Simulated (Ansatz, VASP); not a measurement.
## One calculation of Pt, two programs

Contents of POSCAR:

```
Pt
1.0
    0.0000000000      1.9697586165      1.9697586165
    1.9697586165      0.0000000000      1.9697586165
    1.9697586165      1.9697586165      0.0000000000
Pt
1
Direct
    0.0000000000      0.0000000000      0.0000000000
```

The input INCAR.step1:

```
SYSTEM = Pt
PREC = Accurate
ENCUT = 520
ISMEAR = -1
SIGMA = 0.1
LREAL = .FALSE.
LASPH = .TRUE.
NELM = 150
ISPIN = 2
MAGMOM = 1
LMAXMIX = 4
NBANDS = 15
GGA = PE
ALGO = Normal
EDIFF = 1E-4
LWAVE = .TRUE.
LCHARG = .FALSE.
```

Contents of INCAR.step2:

```
SYSTEM = Pt
PREC = Accurate
ENCUT = 520
EDIFF = 1E-6
ISMEAR = -1
SIGMA = 0.1
LREAL = .FALSE.
LASPH = .TRUE.
NELM = 150
ALGO = Normal
ISIF = 2
LWAVE = .FALSE.
LCHARG = .FALSE.
ISPIN = 2
MAGMOM = 1
LORBIT = 11
LMAXMIX = 4
METAGGA = R2SCAN
LMIXTAU = .TRUE.
NBANDS = 15
ISTART = 1
```

Contents of KPOINTS:

```
regular mesh
0
G
  7 7 7
  0 0 0
```

Input for Ansatz:

```yaml
crystal:
  lattice:
    - [0.0, 1.9697586165, 1.9697586165]
    - [1.9697586165, 0.0, 1.9697586165]
    - [1.9697586165, 1.9697586165, 0.0]
  atoms:
    - { symbol: Pt, position: [0.0, 0.0, 0.0], spin: 1.0 }
hamiltonian:
  xc: r2scan
  pseudopotentials:
    kind: paw
    azcp:
      Pt: "pseudopotentials/Pt.paw.azcp"
basis:
  ecutwfc: 500
  fft_grid_basis: typed
kpoints:
  mp_grid: { grid: [7, 7, 7], shift: [0, 0, 0] }
magnetization:
  spin_polarized: true
scf:
  occupations: { method: fermi_dirac, width: 0.1 }
```

Alike in both runs: task single point; functional r2SCAN; k mesh 7 × 7 × 7; occupations fermi-dirac, width 0.1 eV; collinear spin.

|  | VASP | Ansatz |
| --- | --- | --- |
| version | VASP 6.6.1 | Ansatz 0.2.0 |
| potentials or method | VASP PAW PBE potentials, release 64 (Pt), cutoff 520 eV | plane waves (500 eV) with PAW, scalar-relativistic |
| valence electrons in the cell | 10 | 18 |

Ansatz gave:

| Property | Result |
| --- | --- |
| net moment per atom (μB) | 0.27 |
| size of the moment on the site where the two differ most (μB) | 0.28 |

Q: What did VASP give for the same quantities?

A: net moment per atom (μB): 0.00; size of the moment on the site where the two differ most (μB): 0.00.

The net moments are unlike, so the other rows may belong to different states. VASP's potentials were made for PBE, not for r2SCAN. Site moments also hang on the region over which each program counts them. VASP's potentials hold 10 valence electrons a cell and Ansatz's 18, so a difference there can come from the potentials and not from the codes. Ansatz's warnings: stability check not made.

The k mesh is coarse, so the values compare programs but aren't converged. Spin-orbit coupling is off throughout.
